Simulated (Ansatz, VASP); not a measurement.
## Two plane-wave programs on BN

```xyz
2
Lattice="2.5120 0.0000 0.0000 -1.2560 2.1755 0.0000 0.0000 0.0000 26.0000" Properties=species:S:1:pos:R:3 pbc="T T T"
B     0.0000    0.0000   13.5000
N     1.2560    0.7252   12.5000
```

Alike in both runs: task single point; functional PBE; dispersion D3(BJ); k mesh 12 × 12 × 1; occupations gaussian, width 0.02 eV; no spin polarisation.

|  | VASP | Ansatz |
| --- | --- | --- |
| version | VASP 6.6.1 | Ansatz 0.2.0 |
| potentials or method | VASP PAW PBE potentials, release 64 (B, N), cutoff 520 eV | scalar-relativistic, plane waves, PAW |
| valence electrons in the cell | 8 | 8 |

|  | VASP | Ansatz | Ansatz less VASP |
| --- | --- | --- | --- |
| gap on the k mesh at the Fermi level (eV) | none | none | - |
| rms of the force components (eV/Å) | 4.555 | 4.548 | -0.0074 |

Atom by atom the forces differ by 0.007 eV/Å (rms over components). A gap of «none» marks a metal or a gap that the smearing closes.
